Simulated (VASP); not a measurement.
# Nb2InSe: relaxation of cell and atoms with PBE

The system is Nb2InSe.

```
Nb In Se
1.0
     3.21963    0.00000    0.00000
    -1.60982    2.78828    0.00000
     0.00000    0.00000    8.48715
Nb In Se
2 1 1
Cartesian
  1.6098 0.9294 6.1053
  1.6098 0.9294 2.3818
  0.0000 0.0000 0.0000
  0.0000 1.8589 4.2436
```

The cell was generated, and may not be a known phase.

```
Program                : VASP 6.6.1
Task                   : relaxation of cell and atoms
Functional             : PBE
Potentials or basis    : VASP PAW PBE potentials, release 64 (Nb_sv, In_d, Se)
Cutoff                 : 600 eV
k mesh                 : 18 × 18 × 6
Occupations            : gaussian, width 0.1 eV
Spin                   : no spin polarisation
Dipole correction      : no
Further INCAR settings : ALGO = Normal; EDIFF = 1e-06; IBRION = 2; EDIFFG = -0.01; NSW = 100; ISIF = 3
```

```json
{"Relaxed volume": "19.01 Å³/atom", "Relaxed cell": "a = 3.221 Å, b = 3.221 Å, c = 8.468 Å, α = 90.00°, β = 90.00°, γ = 120.00°", "Space group after relaxing (to 0.1 Å)": "P-6m2 (No. 187)", "Energy gained by relaxing": "0.1 meV/atom", "Ionic steps": "4", "Pressure after relaxing": "0.0 GPa", "Band gap on the k mesh": "zero (an odd number of electrons rules out a gap without spin polarisation)"}
```

Forces on the atoms (eV/Å):
```
Nb   0.000  0.000 -0.003
Nb   0.000  0.000  0.003
In   0.000  0.000  0.000
Se   0.000  0.000  0.000
```

Step by step:
```
step  energy change (eV)  largest force (eV/Å)  pressure (GPa)  volume (Å³)
   1              0.0000                0.0311           -0.28        76.19
   2              0.0000                0.0135            0.46        75.82
   3             -0.0003                0.0088            0.08        76.01
   4             -0.0003                0.0029            0.03        76.06
```

Final structure:
```cif
data_structure
_symmetry_space_group_name_H-M 'P 1'
_symmetry_Int_Tables_number 1
_cell_length_a 3.2206
_cell_length_b 3.2206
_cell_length_c 8.4675
_cell_angle_alpha 90.000
_cell_angle_beta 90.000
_cell_angle_gamma 120.000
_cell_volume 76.06
loop_
_atom_site_label
_atom_site_type_symbol
_atom_site_fract_x
_atom_site_fract_y
_atom_site_fract_z
_atom_site_occupancy
Nb1 Nb 0.66667 0.33333 0.71921 1
Nb2 Nb 0.66667 0.33333 0.28079 1
In1 In 0.00000 0.00000 0.00000 1
Se1 Se 0.33333 0.66667 0.50000 1
```

Levels at points of the mesh, in eV from the Fermi level:
```csv
k point,band 19,band 20,band 21,band 22,band 23,band 24,band 25,band 26,band 27
"(0.00, 0.00, 0.00)",-2.32,-2.21,-0.74,-0.27,-0.27,0.41,0.41,1.39,1.39
"(0.50, 0.00, 0.00)",-3.24,-2.49,-2.36,-1.16,0.65,0.77,2.35,2.54,3.11
"(0.00, 0.00, 0.50)",-2.29,-1.74,-0.89,-0.34,-0.34,0.40,0.40,1.36,1.36
"(0.50, 0.00, 0.50)",-3.45,-2.66,-1.82,-1.56,0.30,1.30,2.16,2.90,3.10
```

Run time: 16 min on 1 thread of Intel(R) Xeon(R) Platinum 8259CL CPU @ 2.50GHz (Skylake/Cascade Lake), on a shared host, peak memory 0.52 GiB.

Caveat: spin-orbit coupling is left out, which moves the levels of the heavy elements.
